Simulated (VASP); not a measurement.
## Al32P (a cell with a defect): single point with PBE+D3(BJ)

Crystal: Al32P (a cell with a defect).

```xyz
33
Lattice="8.1000 0.0000 0.0000 0.0000 8.1000 0.0000 0.0000 0.0000 8.1000" Properties=species:S:1:pos:R:3 pbc="T T T"
Al    4.0508    0.0955   -0.0038
Al    6.1024    2.0235    0.0009
Al    6.0950    0.0204    2.0042
Al   -0.0021    0.0280    0.0010
Al    1.9949    2.0228    0.0014
Al    4.0503    3.9467   -0.0033
Al    6.1692    6.0758   -0.0039
Al    2.0029    0.0194    2.0050
Al    4.0507    2.0308    1.9276
Al    6.0941    4.0282    2.0049
Al    4.0365    0.4040    4.0566
Al    6.1696    2.0309    4.0495
Al    6.0944    0.0199    6.0965
Al   -0.0029    4.0201    0.0014
Al    1.9206    6.0752   -0.0033
Al   -0.0023    2.0233    1.9965
Al    2.0027    4.0282    2.0057
Al    4.0361    6.0643    1.6322
Al    0.0075    0.0965    4.0495
Al    1.9202    2.0301    4.0498
Al    4.0349    3.7056    4.0575
Al    6.4883    6.0649    4.0565
Al    2.0028    0.0189    6.0963
Al    4.0503    2.0302    6.1773
Al    6.0935    4.0282    6.0964
Al    0.0073    6.0756    1.9270
Al    0.0065    3.9458    4.0498
Al    1.6883    6.0632    4.0576
Al   -0.0027    2.0229    6.1047
Al    2.0025    4.0281    6.0963
Al    4.0351    6.0634    6.4293
Al    0.0066    6.0753    6.1778
P     4.1125    6.1235    4.0187
```

```json
{
 "Program": "VASP 6.6.1",
 "Task": "single point",
 "Functional": "PBE",
 "Dispersion": "D3(BJ)",
 "Potentials or basis": "VASP PAW PBE potentials, release 64 (Al, P)",
 "Cutoff": "520 eV",
 "k mesh": "3 × 3 × 3",
 "Occupations": "gaussian, width 0.15 eV",
 "Spin": "no spin polarisation",
 "Dipole correction": "no",
 "Further INCAR settings": "LREAL = Auto; ALGO = Normal; EDIFF = 1e-06; NBANDS = 72"
}
```

```json
{
  "Pressure": "0.4 GPa",
  "Largest force": "0.013 eV/Å",
  "Dispersion energy per atom": "-0.348 eV"
}
```

Forces in eV/Å, atoms in the order of the input:
```
Al   0.000  0.007  0.001
Al   0.008  0.000  0.000
Al   0.000  0.001 -0.001
Al   0.000  0.007  0.000
Al  -0.005 -0.001  0.001
Al   0.001 -0.003  0.000
Al   0.008  0.000  0.000
Al  -0.001  0.001 -0.001
Al   0.000 -0.001 -0.006
Al   0.001 -0.001 -0.001
Al  -0.010 -0.008  0.004
Al   0.008 -0.001  0.001
Al   0.001  0.001  0.000
Al  -0.001 -0.005  0.001
Al  -0.001  0.000  0.000
Al  -0.001 -0.001 -0.007
Al  -0.001 -0.001 -0.001
Al  -0.005 -0.004  0.011
Al  -0.001  0.007 -0.001
Al  -0.002  0.000  0.000
Al   0.000  0.007 -0.001
Al  -0.003 -0.007  0.005
Al  -0.001  0.001  0.001
Al   0.000  0.000  0.003
Al   0.000 -0.001  0.001
Al  -0.001  0.001 -0.006
Al  -0.001 -0.002  0.000
Al   0.007 -0.001 -0.002
Al  -0.001 -0.001  0.005
Al   0.000  0.000  0.001
Al   0.000  0.001 -0.007
Al   0.000  0.000  0.002
P    0.003  0.003 -0.003
```

Levels at points of the mesh, in eV from the Fermi level:
```
           k point  band 47  band 48  band 49  band 50  band 51  band 52  band 53  band 54
(0.00, 0.00, 0.00)    -0.46    -0.46    -0.01    -0.01     0.00     0.09     0.09     0.09
```

Wall time 9.3 min on 1 thread of Intel(R) Xeon(R) Platinum 8259CL CPU @ 2.50GHz (Skylake/Cascade Lake), with other jobs on the host, peak memory 0.65 GiB.
